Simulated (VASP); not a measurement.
Wanted: the native input for a VASP 6.6.1 run.

| Quantity | Value |
| --- | --- |
| Task | relaxation of the atoms |
| Functional | PBE |
| Potentials or basis | VASP PAW PBE potentials, release 64 (Ag) |
| Cutoff | 520 eV |
| k mesh | 10 × 10 × 1 |
| Occupations | gaussian, width 0.1 eV |
| Spin | no spin polarisation |
| Dipole correction | yes |
| Atoms held fixed (from 0) | [0] |
| Further INCAR settings | ALGO = Normal; EDIFF = 1e-06; IBRION = 2; EDIFFG = -0.03; NSW = 70 |

The structure of Ag lies in POSCAR:

```
Ag
1.0
    2.9325072267      0.0000000000      0.0000000000
    0.0000000000      2.9325072267      0.0000000000
    0.0000000000      0.0000000000     18.1471914918
Ag
3
Selective dynamics
Direct
    0.5000000000      0.5000000000      0.3857346192  F F F
    0.0000000000      0.0000000000      0.5000000000  T T T
    0.5000000000      0.5000000000      0.6142653808  T T T
```

One way to write it, as run:

INCAR

```
  PREC = Accurate
  ENCUT = 520
  EDIFF = 1E-6
  ISMEAR = 0
  SIGMA = 0.1
  LREAL = F
  LASPH = T
  NELM = 100
  ALGO = Normal
  ISIF = 2
  LWAVE = F
  LCHARG = F
  LDIPOL = T
  IDIPOL = 3
  DIPOL = 0.5 0.5 0.500
  GGA = PE
  IBRION = 2
  NSW = 70
  EDIFFG = -0.03
```

KPOINTS

```
regular mesh
0
Gamma
  10 10 1
```

Potentials or basis: VASP PAW PBE potentials, release 64 (Ag).

The run is started by

```bash
$ cat potpaw_PBE.64/Ag/POTCAR > POTCAR
$ mpirun -np 1 vasp_std > vasp.out
```

Results of the run:

| Property | Result |
| --- | --- |
| Energy gained by relaxing | 1.9 meV/atom |
| Ionic steps | 7 |
| Band gap on the k mesh | zero (an odd number of electrons rules out a gap without spin polarisation) |

Wall time 6.2 min on 1 thread of Intel Xeon 8259CL (shared host), peak memory 0.29 GiB.
